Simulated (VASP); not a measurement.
# LaAl2SnRu2 (P4/mmm) in VASP: notebook

LaAl2SnRu2 is run at these levels: r2SCAN; tasks: single point.

Program: VASP 6.6.1. These are calculated values, not measurements. Logs are shortened: lines on timing, memory, paths and dates and some standing lists are left out, and cuts for length are marked.

### Step 1. The cell of the first run

Symmetry: P4/mmm, No. 123, tetragonal system. The conventional cell has a = 4.550 Å, b = 4.550 Å, c = 6.118 Å, α = 90.00°, β = 90.00°, γ = 90.00°. Within 4.0 Å of La (site symmetry 4/mmm) lie 2 Sn at 3.06 Å and 8 Al at 3.55 Å and 8 Ru at 3.81 Å. Within 3.0 Å of Sn (site symmetry 4/mmm) lie 4 Ru at 2.28 Å. Within 3.6 Å of Al (site symmetry 4mm) lie 4 Ru at 2.75 Å and 2 Al at 3.01 to 3.10 Å and 4 La at 3.55 Å and 4 Sn at 3.57 Å. Ru (site symmetry mmm) has 2 Sn at 2.28 Å and 4 Al at 2.75 Å within 3.0 Å.

### Step 2. Single point, r2SCAN

The input, POSCAR:

```
LaAl2SnRu2
1.0
    4.5502420000      0.0000000000      0.0000000000
    0.0000000000      4.5502420000      0.0000000000
    0.0000000000      0.0000000000      6.1181060000
La Sn Al Ru
1 1 2 2
Direct
    0.0000000000      0.0000000000      0.5000000000
    0.0000000000      0.0000000000      0.0000000000
    0.5000000000      0.5000000000      0.2537000000
    0.5000000000      0.5000000000      0.7463000000
    0.0000000000      0.5000000000      0.0000000000
    0.5000000000      0.0000000000      0.0000000000
```

The input, INCAR.step1:

```
SYSTEM = LaAl2SnRu2
  PREC = Accurate
  ENCUT = 520
  ISMEAR = -1
  SIGMA = 0.1
  LREAL = .False.
  LASPH = .True.
  NELM = 80
  NBANDS = 38
  GGA = PE
  ALGO = Normal
  EDIFF = 1E-4
  LWAVE = .True.
  LCHARG = .False.
```

The input, INCAR.step2:

```
SYSTEM = LaAl2SnRu2
  PREC = Accurate
  ENCUT = 520
  EDIFF = 1E-6
  ISMEAR = -1
  SIGMA = 0.1
  LREAL = .False.
  LASPH = .True.
  NELM = 80
  ALGO = Normal
  ISIF = 2
  LWAVE = .False.
  LCHARG = .False.
  METAGGA = R2SCAN
  LMIXTAU = .True.
  NBANDS = 38
  ISTART = 1
```

The input, KPOINTS:

```
regular mesh
0
Gamma
  4 4 3
  0 0 0
```

Potentials or basis: VASP PAW PBE potentials, release 64 (La, Sn_d, Al, Ru_pv).

Started as:

```
$ cat potpaw_PBE.64/La/POTCAR potpaw_PBE.64/Sn_d/POTCAR potpaw_PBE.64/Al/POTCAR potpaw_PBE.64/Ru_pv/POTCAR > POTCAR
$ cp INCAR.step1 INCAR
$ mpirun -np 1 vasp_std > vasp.out
$ cp INCAR.step2 INCAR
$ mpirun -np 1 vasp_std > vasp.out
```

OUTCAR:

```text
SYSTEM = LaAl2SnRu2
   PREC = Accurate
   ENCUT = 520
   EDIFF = 1E-6
   ISMEAR = -1
   LREAL = .False.
   LASPH = .True.
   NELM = 80
   ISIF = 2
   METAGGA = R2SCAN
   ISTART = 1

 ion  position               nearest neighbor table
   1  0.000  0.000  0.500-   2 3.06   2 3.06
   2  0.000  0.000  0.000-   5 2.28   6 2.28   5 2.28   6 2.28   1 3.06   1 3.06
   3  0.500  0.500  0.254-   5 2.75   6 2.75   6 2.75   5 2.75   4 3.01   4 3.10
   4  0.500  0.500  0.746-   5 2.75   6 2.75   6 2.75   5 2.75   3 3.01   3 3.10
   5  0.000  0.500  0.000-   2 2.28   2 2.28   4 2.75   3 2.75   3 2.75   4 2.75   6 3.22   6 3.22
                             6 3.22   6 3.22
   6  0.500  0.000  0.000-   2 2.28   2 2.28   4 2.75   3 2.75   4 2.75   3 2.75   5 3.22   5 3.22
                             5 3.22   5 3.22

  LATTYP: Found a simple tetragonal cell.
 ALAT       =     4.5502420000
 C/A-ratio  =     1.3445671681

  Lattice vectors:

 A1 = (   4.5502420000,   0.0000000000,   0.0000000000)
 A2 = (   0.0000000000,   4.5502420000,   0.0000000000)
 A3 = (   0.0000000000,   0.0000000000,   6.1181060000)

Analysis of symmetry for initial positions (statically):
=====================================================================
 Subroutine PRICEL returns:
 Original cell was already a primitive cell.

 Routine SETGRP: Setting up the symmetry group for a
 simple tetragonal supercell.

 Subroutine GETGRP returns: Found 16 space group operations
 (whereof 16 operations were pure point group operations)
 out of a pool of 16 trial point group operations.

The static configuration has the point symmetry D_4h.

Analysis of symmetry for dynamics (positions and initial velocities):
=====================================================================
 Subroutine PRICEL returns:
 Original cell was already a primitive cell.

 Routine SETGRP: Setting up the symmetry group for a
 simple tetragonal supercell.

 Subroutine GETGRP returns: Found 16 space group operations
 (whereof 16 operations were pure point group operations)
 out of a pool of 16 trial point group operations.

The dynamic configuration has the point symmetry D_4h.

 Subroutine INISYM returns: Found 16 space group operations
 (whereof 16 operations are pure point group operations),
 and found     1 'primitive' translations

----------------------------------------------------------------------------------------

                                     Primitive cell

  volume of cell :     126.6736

  direct lattice vectors                    reciprocal lattice vectors
     4.550242000  0.000000000  0.000000000     0.219768531  0.000000000  0.000000000
     0.000000000  4.550242000  0.000000000     0.000000000  0.219768531  0.000000000
     0.000000000  0.000000000  6.118106000     0.000000000  0.000000000  0.163449277

  length of vectors
     4.550242000  4.550242000  6.118106000     0.219768531  0.219768531  0.163449277

  position of ions in fractional coordinates (direct lattice)
     0.000000000  0.000000000  0.500000000
     0.000000000  0.000000000  0.000000000
     0.500000000  0.500000000  0.253700000
     0.500000000  0.500000000  0.746300000
     0.000000000  0.500000000  0.000000000
     0.500000000  0.000000000  0.000000000

  ion indices of the primitive-cell ions
   primitive index   ion index
                 1           1
                 2           2
                 3           3
                 4           4
                 5           5
                 6           6

----------------------------------------------------------------------------------------

 KPOINTS: regular mesh

Automatic generation of k-mesh.
 Grid dimensions read from file:
 generate k-points for:    4    4    3

 Generating k-lattice:

  Cartesian coordinates                     Fractional coordinates (reciprocal lattice)
     0.054942133  0.000000000  0.000000000     0.250000000  0.000000000  0.000000000
     0.000000000  0.054942133  0.000000000     0.000000000  0.250000000  0.000000000
     0.000000000  0.000000000  0.054483092     0.000000000  0.000000000  0.333333333

  Length of vectors
     0.054942133  0.054942133  0.054483092

  Shift w.r.t. Gamma in fractional coordinates (k-lattice)
     0.000000000  0.000000000  0.000000000

 Subroutine IBZKPT returns following result:
 ===========================================

 Found     12 irreducible k-points:

 Following reciprocal coordinates:
            Coordinates               Weight
  0.000000  0.000000  0.000000      1.000000
  0.250000  0.000000  0.000000      4.000000
  0.500000  0.000000  0.000000      2.000000
  0.250000  0.250000  0.000000      4.000000
  0.500000  0.250000  0.000000      4.000000
  0.500000  0.500000  0.000000      1.000000
  0.000000  0.000000  0.333333      2.000000
  0.250000  0.000000  0.333333      8.000000
  0.500000  0.000000  0.333333      4.000000
  0.250000  0.250000  0.333333      8.000000
  0.500000  0.250000  0.333333      8.000000
  0.500000  0.500000  0.333333      2.000000
   k-points           NKPTS =     12   k-points in BZ     NKDIM =     12   number of bands    NBANDS=     38
   number of dos      NEDOS =    301   number of ions     NIONS =      6
   total plane-waves  NPLWV =  62208
   dimension x,y,z NGX =    36 NGY =   36 NGZ =   48
   dimension x,y,z NGXF=    72 NGYF=   72 NGZF=   96
   ions per type =               1   1   2   2
   NGX,Y,Z   is equivalent  to a cutoff of  13.15, 13.15, 13.04 a.u.
   NGXF,Y,Z  is equivalent  to a cutoff of  26.31, 26.31, 26.09 a.u.
 SYSTEM =  LaAl2SnRu2
   PREC   = accura    normal or accurate (medium, high low for compatibility)
   ISTART =      1    job   : 0-new  1-cont  2-samecut
   ICHARG =      0    charge: 1-file 2-atom 10-const
   ISPIN  =      1    spin polarized calculation?
   LNONCOLLINEAR =      F non collinear calculations
   LSORBIT =      F    spin-orbit coupling
   LASPH  =      T    aspherical Exc in radial PAW
   ENCUT  =  520.0 eV  38.22 Ry    6.18 a.u.   8.46  8.46 11.38*2*pi/ulx,y,z
   NELM   =     80;   NELMIN=  2; NELMDL=  0     # of ELM steps
   EDIFF  = 0.1E-05   stopping-criterion for ELM
   LREAL  =      F    real-space projection
   EDIFFG = 0.1E-04   stopping-criterion for IOM
   NSW    =      0    number of steps for IOM
   IBRION =     -1    ionic relax: 0-MD 1-quasi-New 2-CG
   NFREE  =      0    steps in history (QN), initial steepest desc. (CG)
   ISIF   =      2    stress and relaxation
   ISYM   =      2    0-nonsym 1-usesym 2-fastsym
   POTIM  = 0.5000    time-step for ionic-motion
   TEBEG  =    0.0;   TEEND  =   0.0 temperature during run
   PSTRESS=    0.0 pullay stress
   NELECT =      59.0000    total number of electrons
   NUPDOWN=      -1.0000    fix difference up-down
   EMIN   =  10.00;   EMAX   =-10.00  energy-range for DOS
   EFERMI =   0.00;   METHOD = LEGACY
   ISMEAR =    -1;   SIGMA  =   0.10  broadening in eV -4-tet -1-fermi 0-gaus
   EFERMI_NEDOS =   21; number of points for ismear=-14 and -15
   IALGO  =     38    algorithm
   IMIX   =      4    mixing-type and parameters
     AMIX     =   0.40;   BMIX     =  1.00
     AMIX_MAG =   1.60;   BMIX_MAG =  1.00
  volume/ion in A,a.u.               =      21.11       142.47
  Fermi-wavevector in a.u.,A,eV,Ry     =   1.269006  2.398073 21.910482  1.610375
  Thomas-Fermi vector in A             =   2.402070
   LORBIT       =      0    0 simple, 1 ext, 2 COOP (PROOUT), +10 PAW based schemes
   METAGGA = R2SCAN    functional components
   LHFCALC =     F    Hartree Fock is set to
   AEXX    =    0.0000 exact exchange contribution
   IVDW    =     0    specifies the selected vdW correction
   LEPSILON=     F    determine dielectric tensor
   LRPA    =     F    only Hartree local field effects (RPA)
 non-spin polarized calculation
  energy-cutoff  :      520.00
  volume of cell :      126.67
 maximum number of plane-waves:      3428
 NGX is ok and might be reduce to    36
   NGX = 17   NGY = 17   NGZ = 23

 number of electron      59.0000021 magnetization

 Free energy of the ion-electron system (eV)
  ---------------------------------------------------
  ext. energy  EPLUGINS =         0.00000000
  ---------------------------------------------------
  free energy    TOTEN  =      -117.50060069 eV

  energy without entropy =     -117.38280548  energy(sigma->0) =     -117.44170308

 E-fermi :   8.5932     XC(G=0): -11.5351

 val. band max:        8.5870763576   @ k =   0.2500   0.0000   0.3333
 cond. band min:       8.6676654192   @ k =   0.2500   0.2500   0.3333
 fundamental gap:      0.0805890616
 Fermi energy:         8.5931733114

 k-point     1 :       0.0000    0.0000    0.0000
  band No.  band energies     occupation
      1     -35.6436      2.00000
      2     -35.6436      2.00000
      3     -35.1052      2.00000
      4     -35.1052      2.00000
      5     -34.8502      2.00000
      6     -34.8288      2.00000
[... 30 lines left out ...]
     37      10.6944      0.00000
     38      10.6944      0.00000

 k-point     2 :       0.2500    0.0000    0.0000
  band No.  band energies     occupation
      1     -35.6682      2.00000
      2     -35.6414      2.00000
      3     -35.1085      2.00000
      4     -35.1085      2.00000
      5     -34.8475      2.00000
      6     -34.8323      2.00000
[... 30 lines left out ...]
     37      10.6657      0.00000
     38      10.7343      0.00000

 k-point     3 :       0.5000    0.0000    0.0000
  band No.  band energies     occupation
      1     -35.6928      2.00000
      2     -35.6391      2.00000
      3     -35.1118      2.00000
      4     -35.1116      2.00000
      5     -34.8412      2.00000
      6     -34.8393      2.00000
[... 30 lines left out ...]
     37      10.6241      0.00000
     38      10.7354      0.00000

 k-point     4 :       0.2500    0.2500    0.0000
  band No.  band energies     occupation
      1     -35.6941      2.00000
      2     -35.6400      2.00000
      3     -35.1409      2.00000
      4     -35.0799      2.00000
      5     -34.8456      2.00000
      6     -34.8349      2.00000
[... 30 lines left out ...]
     37      10.5359      0.00000
     38      10.6307      0.00000

 k-point     5 :       0.5000    0.2500    0.0000
  band No.  band energies     occupation
      1     -35.7197      2.00000
      2     -35.6389      2.00000
      3     -35.1555      2.00000
      4     -35.0692      2.00000
      5     -34.8411      2.00000
      6     -34.8402      2.00000
[... 30 lines left out ...]
     37      10.5141      0.00000
     38      10.5930      0.00000

 k-point     6 :       0.5000    0.5000    0.0000
  band No.  band energies     occupation
      1     -35.7464      2.00000
      2     -35.6387      2.00000
      3     -35.1740      2.00000
      4     -35.0520      2.00000
      5     -34.8411      2.00000
      6     -34.8411      2.00000
[... 30 lines left out ...]
     37      10.5682      0.00000
     38      10.5716      0.00000

 k-point     7 :       0.0000    0.0000    0.3333
  band No.  band energies     occupation
      1     -35.6436      2.00000
      2     -35.6436      2.00000
      3     -35.1052      2.00000
      4     -35.1052      2.00000
      5     -34.8502      2.00000
      6     -34.8288      2.00000
[... 30 lines left out ...]
     37      10.6064      0.00000
     38      10.6064      0.00000

 k-point     8 :       0.2500    0.0000    0.3333
  band No.  band energies     occupation
      1     -35.6682      2.00000
      2     -35.6414      2.00000
      3     -35.1085      2.00000
      4     -35.1084      2.00000
      5     -34.8475      2.00000
      6     -34.8323      2.00000
[... 30 lines left out ...]
     37      10.6057      0.00000
     38      10.6182      0.00000

 k-point     9 :       0.5000    0.0000    0.3333
  band No.  band energies     occupation
      1     -35.6928      2.00000
      2     -35.6391      2.00000
      3     -35.1118      2.00000
      4     -35.1116      2.00000
      5     -34.8412      2.00000
      6     -34.8394      2.00000
[... 30 lines left out ...]
     37      10.6150      0.00000
     38      10.6247      0.00000

 k-point    10 :       0.2500    0.2500    0.3333
  band No.  band energies     occupation
      1     -35.6941      2.00000
      2     -35.6400      2.00000
      3     -35.1409      2.00000
      4     -35.0799      2.00000
      5     -34.8456      2.00000
      6     -34.8349      2.00000
[... 30 lines left out ...]
     37      10.5864      0.00000
     38      10.6106      0.00000

 k-point    11 :       0.5000    0.2500    0.3333
  band No.  band energies     occupation
      1     -35.7197      2.00000
      2     -35.6389      2.00000
      3     -35.1555      2.00000
      4     -35.0692      2.00000
      5     -34.8411      2.00000
      6     -34.8402      2.00000
[... 30 lines left out ...]
     37      10.5353      0.00000
     38      10.5900      0.00000

 k-point    12 :       0.5000    0.5000    0.3333
  band No.  band energies     occupation
      1     -35.7464      2.00000
      2     -35.6387      2.00000
      3     -35.1740      2.00000
      4     -35.0520      2.00000
      5     -34.8411      2.00000
      6     -34.8411      2.00000
[... 30 lines left out ...]
     37      10.5628      0.00000
     38      10.5718      0.00000

------------------------ aborting loop because EDIFF is reached ----------------------------------------

  FORCE on cell =-STRESS in cart. coord.  units (eV):
  Direction    XX          YY          ZZ          XY          YZ          ZX
  --------------------------------------------------------------------------------------
  -------------------------------------------------------------------------------------
  Total       14.2707632     14.2707632     -2.5321428      0.0000000      0.0000000     -0.0000000
  in kB      180.4977510    180.4977510    -32.0267444      0.0000000      0.0000000     -0.0000000
  external PRESSURE =     109.6562526 kB  Pullay stress =       0.0000000 kB

 VOLUME and BASIS-vectors are now :
 -----------------------------------------------------------------------------
  energy-cutoff  :      520.00
  volume of cell :      126.67
      direct lattice vectors                 reciprocal lattice vectors
     4.550242000  0.000000000  0.000000000     0.219768531  0.000000000  0.000000000
     0.000000000  4.550242000  0.000000000     0.000000000  0.219768531  0.000000000
     0.000000000  0.000000000  6.118106000     0.000000000  0.000000000  0.163449277

 POSITION                                       TOTAL-FORCE (eV/Angst)
 -----------------------------------------------------------------------------------
      0.00000      0.00000      3.05905        -0.000000     -0.000000      0.000000
      0.00000      0.00000      0.00000        -0.000000     -0.000000      0.000000
      2.27512      2.27512      1.55216         0.000000      0.000000     -0.632060
      2.27512      2.27512      4.56594        -0.000000     -0.000000      0.632060
      0.00000      2.27512      0.00000        -0.000000     -0.000000      0.000000
      2.27512      0.00000      0.00000        -0.000000     -0.000000      0.000000
 -----------------------------------------------------------------------------------
    total drift:                               -0.000000     -0.000000     -0.000000

  FREE ENERGIE OF THE ION-ELECTRON SYSTEM (eV)
  ---------------------------------------------------
  free  energy   TOTEN  =      -117.5006006908 eV

  energy  without entropy=     -117.3828054753  energy(sigma->0) =     -117.44170308
```

It took 3.6 min on 1 thread of Intel Xeon 6975P-C, shared host; peak memory 0.3 GiB.

What came out:

```yaml
Free_energy: -117.5006 eV
Pressure: 11.0 GPa
Largest_force: 0.632 eV/Å
```

Forces in eV/Å, atoms in the order of the input:
```
La   0.000  0.000  0.000
Sn   0.000  0.000  0.000
Al   0.000  0.000 -0.632
Al   0.000  0.000  0.632
Ru   0.000  0.000  0.000
Ru   0.000  0.000  0.000
```

Caveat: the PAW data sets were made with another functional, which shifts forces and pressure a little; spin-orbit coupling is left out, which moves the levels of the heavy elements.

[end of part 1 of 2]
